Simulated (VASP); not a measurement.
# Ge (P-1) in VASP: single point with PBE

Aim: the single point of Ge with PBE.

All numbers are computed with VASP 6.6.1; they aren't measurements. Logs are shortened: lines on timing, memory, paths and dates and some standing lists are left out, and cuts for length are marked.

## 1. The cell of the first run

The typed cell holds 2 atoms: a = 2.991 Å, b = 2.991 Å, c = 4.728 Å, α = 90.00°, β = 90.00°, γ = 120.33°.

## 2. Single point, PBE (one atom moved)

Input file INCAR:

```
SYSTEM = Ge
PREC = Accurate
ENCUT = 520
EDIFF = 1E-7
ISMEAR = 0
SIGMA = 0.1
LREAL = .FALSE.
LASPH = .TRUE.
NELM = 100
ALGO = Normal
ISIF = 2
LWAVE = .FALSE.
LCHARG = .TRUE.
GGA = PE
LELF = .TRUE.
LVHAR = .TRUE.
NBANDS = 21
```

Input file KPOINTS:

```
regular mesh
0
G
  14 14 8
  0 0 0
```

Input file POSCAR:

```
Ge
1.0
    1.4880529250     -2.5946896100      0.0000000000
    1.4880529250      2.5946896100      0.0000000000
    0.0000000000      0.0000000000      4.7275957900
Ge
2
Direct
    0.6665533700      0.3334466300      0.2500000000
    0.3410927868      0.6595657919      0.7551040743
```

Potentials or basis: VASP PAW PBE potentials, release 64 (Ge_d).

Run with:

```
cat potpaw_PBE.64/Ge_d/POTCAR > POTCAR
mpirun -np 1 vasp_std > vasp.out
```

OUTCAR:

```text
SYSTEM = Ge
   PREC = Accurate
   ENCUT = 520
   EDIFF = 1E-7
   ISMEAR = 0
   LREAL = .FALSE.
   LASPH = .TRUE.
   NELM = 100
   ISIF = 2
   GGA = PE

 ion  position               nearest neighbor table
   1  0.667  0.333  0.250-   2 2.89   2 2.92   2 2.92
   2  0.341  0.660  0.755-   1 2.89   1 2.92   1 2.92

  LATTYP: Found a base centered orthorhombic cell.
 ALAT       =     2.9761058500
 B/A-ratio  =     1.7436809984
 C/A-ratio  =     1.5885173540

  Lattice vectors:

 A1 = (   1.4880529250,  -2.5946896100,   0.0000000000)
 A2 = (   1.4880529250,   2.5946896100,   0.0000000000)
 A3 = (   0.0000000000,   0.0000000000,   4.7275957900)

Analysis of symmetry for initial positions (statically):
=====================================================================
 Subroutine PRICEL returns:
 Original cell was already a primitive cell.

 Routine SETGRP: Setting up the symmetry group for a
 base centered orthorhombic supercell.

 Subroutine GETGRP returns: Found  2 space group operations
 (whereof  1 operations were pure point group operations)
 out of a pool of  8 trial point group operations.

The static configuration has the point symmetry C_1 .
 The point group associated with its full space group is S_2 .

Analysis of symmetry for dynamics (positions and initial velocities):
=====================================================================
 Subroutine PRICEL returns:
 Original cell was already a primitive cell.

 Routine SETGRP: Setting up the symmetry group for a
 base centered orthorhombic supercell.

 Subroutine GETGRP returns: Found  2 space group operations
 (whereof  1 operations were pure point group operations)
 out of a pool of  8 trial point group operations.

The dynamic configuration has the point symmetry C_1 .
 The point group associated with its full space group is S_2 .

 Subroutine INISYM returns: Found  2 space group operations
 (whereof  1 operations are pure point group operations),
 and found     1 'primitive' translations

----------------------------------------------------------------------------------------

                                     Primitive cell

  volume of cell :      36.5068

  direct lattice vectors                    reciprocal lattice vectors
     1.488052925 -2.594689610  0.000000000     0.336009554 -0.192701277  0.000000000
     1.488052925  2.594689610  0.000000000     0.336009554  0.192701277  0.000000000
     0.000000000  0.000000000  4.727595790     0.000000000  0.000000000  0.211524006

  length of vectors
     2.991106096  2.991106096  4.727595790     0.387345069  0.387345069  0.211524006

  position of ions in fractional coordinates (direct lattice)
     0.666553370  0.333446630  0.250000000
     0.341092787  0.659565792  0.755104074

  ion indices of the primitive-cell ions
   primitive index   ion index
                 1           1
                 2           2

----------------------------------------------------------------------------------------

 KPOINTS: regular mesh

Automatic generation of k-mesh.
 Grid dimensions read from file:
 generate k-points for:   14   14    8

 Generating k-lattice:

  Cartesian coordinates                     Fractional coordinates (reciprocal lattice)
     0.024000682 -0.013764377  0.000000000     0.071428571  0.000000000  0.000000000
     0.024000682  0.013764377  0.000000000     0.000000000  0.071428571  0.000000000
     0.000000000  0.000000000  0.026440501     0.000000000  0.000000000  0.125000000

  Length of vectors
     0.027667505  0.027667505  0.026440501

  Shift w.r.t. Gamma in fractional coordinates (k-lattice)
     0.000000000  0.000000000  0.000000000

 Subroutine IBZKPT returns following result:
 ===========================================

 Found    788 irreducible k-points:

 Following reciprocal coordinates:
            Coordinates               Weight
  0.000000  0.000000  0.000000      1.000000
  0.071429  0.000000  0.000000      2.000000
  0.000000  0.071429  0.000000      2.000000
  0.142857  0.000000  0.000000      2.000000
  0.000000  0.142857  0.000000      2.000000
  0.214286  0.000000  0.000000      2.000000
[... 16 lines left out ...]
  0.357143  0.071429  0.000000      2.000000
  0.071429  0.357143  0.000000      2.000000
 [... further k-points ...]
   k-points           NKPTS =    788   k-points in BZ     NKDIM =    788   number of bands    NBANDS=     21
   number of dos      NEDOS =    301   number of ions     NIONS =      2
   total plane-waves  NPLWV =  20736
   dimension x,y,z NGX =    24 NGY =   24 NGZ =   36
   dimension x,y,z NGXF=    48 NGYF=   48 NGZF=   72
   ions per type =               2
   NGX,Y,Z   is equivalent  to a cutoff of  13.34, 13.34, 12.66 a.u.
   NGXF,Y,Z  is equivalent  to a cutoff of  26.68, 26.68, 25.32 a.u.
 SYSTEM =  Ge
   PREC   = accura    normal or accurate (medium, high low for compatibility)
   ISTART =      0    job   : 0-new  1-cont  2-samecut
   ICHARG =      2    charge: 1-file 2-atom 10-const
   ISPIN  =      1    spin polarized calculation?
   LNONCOLLINEAR =      F non collinear calculations
   LSORBIT =      F    spin-orbit coupling
   LASPH  =      T    aspherical Exc in radial PAW
   ENCUT  =  520.0 eV  38.22 Ry    6.18 a.u.   5.56  5.56  8.79*2*pi/ulx,y,z
   NELM   =    100;   NELMIN=  2; NELMDL= -5     # of ELM steps
   EDIFF  = 0.1E-06   stopping-criterion for ELM
   LREAL  =      F    real-space projection
   EDIFFG = 0.1E-05   stopping-criterion for IOM
   NSW    =      0    number of steps for IOM
   IBRION =     -1    ionic relax: 0-MD 1-quasi-New 2-CG
   NFREE  =      0    steps in history (QN), initial steepest desc. (CG)
   ISIF   =      2    stress and relaxation
   ISYM   =      2    0-nonsym 1-usesym 2-fastsym
   POTIM  = 0.5000    time-step for ionic-motion
   TEBEG  =    0.0;   TEEND  =   0.0 temperature during run
   PSTRESS=    0.0 pullay stress
   NELECT =      28.0000    total number of electrons
   NUPDOWN=      -1.0000    fix difference up-down
   EMIN   =  10.00;   EMAX   =-10.00  energy-range for DOS
   EFERMI =   0.00;   METHOD = LEGACY
   ISMEAR =     0;   SIGMA  =   0.10  broadening in eV -4-tet -1-fermi 0-gaus
   EFERMI_NEDOS =   21; number of points for ismear=-14 and -15
   IALGO  =     38    algorithm
   IMIX   =      4    mixing-type and parameters
     AMIX     =   0.40;   BMIX     =  1.00
     AMIX_MAG =   1.60;   BMIX_MAG =  1.00
  volume/ion in A,a.u.               =      18.25       123.18
  Fermi-wavevector in a.u.,A,eV,Ry     =   1.498544  2.831837 30.553703  2.245634
  Thomas-Fermi vector in A             =   2.610289
   LORBIT       =      0    0 simple, 1 ext, 2 COOP (PROOUT), +10 PAW based schemes
   GGA     = PE    functional components
   LHFCALC =     F    Hartree Fock is set to
   AEXX    =    0.0000 exact exchange contribution
   IVDW    =     0    specifies the selected vdW correction
   LEPSILON=     F    determine dielectric tensor
   LRPA    =     F    only Hartree local field effects (RPA)
 non-spin polarized calculation
 Gauss-broadening in eV      SIGMA  =   0.10
  energy-cutoff  :      520.00
  volume of cell :       36.51
 maximum number of plane-waves:      1014
 NGX is ok and might be reduce to    24
   NGX = 11   NGY = 11   NGZ = 17

 number of electron      27.9999999 magnetization

 Free energy of the ion-electron system (eV)
  ---------------------------------------------------
  ext. energy  EPLUGINS =         0.00000000
  ---------------------------------------------------
  free energy    TOTEN  =        -8.32644790 eV

  energy without entropy =       -8.32121197  energy(sigma->0) =       -8.32382993

 E-fermi :   7.1066     XC(G=0): -11.4662

 val. band max:        7.1050095374   @ k =   0.2857   0.4286  -0.1250
 cond. band min:       7.1073379789   @ k =   0.4286   0.2857   0.1250
 fundamental gap:      0.0023284415
 Fermi energy:         7.1065704699

 k-point     1 :       0.0000    0.0000    0.0000
  band No.  band energies     occupation
      1     -17.5980      2.00000
      2     -17.5903      2.00000
      3     -17.5867      2.00000
      4     -17.5864      2.00000
      5     -17.5796      2.00000
      6     -17.5788      2.00000
[... 13 lines left out ...]
     20      19.9805      0.00000
     21      21.1426      0.00000

 k-point     2 :       0.0714    0.0000    0.0000
  band No.  band energies     occupation
      1     -17.5994      2.00000
      2     -17.5920      2.00000
      3     -17.5850      2.00000
      4     -17.5792      2.00000
      5     -17.5771      2.00000
      6     -17.5750      2.00000
[... 13 lines left out ...]
     20      19.7842      0.00000
     21      21.2039      0.00000

 k-point     3 :       0.0000    0.0714    0.0000
  band No.  band energies     occupation
      1     -17.5994      2.00000
      2     -17.5920      2.00000
      3     -17.5850      2.00000
      4     -17.5792      2.00000
      5     -17.5772      2.00000
      6     -17.5749      2.00000
[... 13 lines left out ...]
     20      19.7792      0.00000
     21      21.2077      0.00000

 k-point     4 :       0.1429    0.0000    0.0000
  band No.  band energies     occupation
      1     -17.6080      2.00000
      2     -17.5900      2.00000
      3     -17.5767      2.00000
      4     -17.5745      2.00000
      5     -17.5722      2.00000
      6     -17.5690      2.00000
[... 13 lines left out ...]
     20      20.8765      0.00000
     21      20.9777      0.00000

 k-point     5 :       0.0000    0.1429    0.0000
  band No.  band energies     occupation
      1     -17.6080      2.00000
      2     -17.5900      2.00000
      3     -17.5767      2.00000
      4     -17.5745      2.00000
      5     -17.5722      2.00000
      6     -17.5690      2.00000
[... 13 lines left out ...]
     20      20.8800      0.00000
     21      20.9762      0.00000
[... 382 lines left out ...]
     20      17.6176      0.00000
     21      21.1556      0.00000

 k-point    22 :       0.0714    0.2857    0.0000
  band No.  band energies     occupation
      1     -17.6327      2.00000
      2     -17.6036      2.00000
      3     -17.5885      2.00000
      4     -17.5855      2.00000
      5     -17.5557      2.00000
      6     -17.5310      2.00000
[... 13 lines left out ...]
     20      17.6205      0.00000
     21      21.1555      0.00000

 k-point    23 :       0.3571    0.0714    0.0000
  band No.  band energies     occupation
      1     -17.6413      2.00000
      2     -17.6128      2.00000
      3     -17.5916      2.00000
      4     -17.5882      2.00000
      5     -17.5464      2.00000
      6     -17.5362      2.00000
[... 13 lines left out ...]
     20      17.1200      0.00000
     21      20.9377      0.00000

 k-point    24 :       0.0714    0.3571    0.0000
  band No.  band energies     occupation
      1     -17.6413      2.00000
      2     -17.6128      2.00000
      3     -17.5915      2.00000
      4     -17.5882      2.00000
      5     -17.5463      2.00000
      6     -17.5363      2.00000
[... 13 lines left out ...]
     20      17.1229      0.00000
     21      20.9375      0.00000

 [... further k-points ...]

------------------------ aborting loop because EDIFF is reached ----------------------------------------

  FORCE on cell =-STRESS in cart. coord.  units (eV):
  Direction    XX          YY          ZZ          XY          YZ          ZX
  --------------------------------------------------------------------------------------
  -------------------------------------------------------------------------------------
  Total        0.8167983      0.8184332      1.3669065      0.0002797     -0.0044577      0.0001049
  in kB       35.8468731     35.9186223     59.9895039      0.0122741     -0.1956355      0.0046050
  external PRESSURE =      43.9183331 kB  Pullay stress =       0.0000000 kB

 VOLUME and BASIS-vectors are now :
 -----------------------------------------------------------------------------
  energy-cutoff  :      520.00
  volume of cell :       36.51
      direct lattice vectors                 reciprocal lattice vectors
     1.488052925 -2.594689610  0.000000000     0.336009554 -0.192701277  0.000000000
     1.488052925  2.594689610  0.000000000     0.336009554  0.192701277  0.000000000
     0.000000000  0.000000000  4.727595790     0.000000000  0.000000000  0.211524006

 POSITION                                       TOTAL-FORCE (eV/Angst)
 -----------------------------------------------------------------------------------
      1.48805     -0.86431      1.18190        -0.000104      0.006339      0.074395
      1.48903      0.82634      3.56983         0.000104     -0.006339     -0.074395
 -----------------------------------------------------------------------------------
    total drift:                                0.000008      0.000031      0.000133

  FREE ENERGIE OF THE ION-ELECTRON SYSTEM (eV)
  ---------------------------------------------------
  free  energy   TOTEN  =        -8.3264478959 eV

  energy  without entropy=       -8.3212119666  energy(sigma->0) =       -8.32382993
```

Run time: 3.7 min. Hardware: 1 thread of Intel Xeon Platinum 8488C (Sapphire Rapids), shared host; peak memory 0.54 GiB.

What came out:

```
Free energy            : -8.3264 eV
Pressure               : 4.4 GPa
Largest force          : 0.075 eV/Å
Band gap on the k mesh : zero (band 14 reaches 13.88 eV, above the bottom of band 15 at 4.37 eV)
```

Forces in eV/Å, atoms in the order of the input:
```
Ge   0.000  0.006  0.074
Ge   0.000 -0.006 -0.074
```

Caveat: the cell differs from its parent crystal (one atom moved).
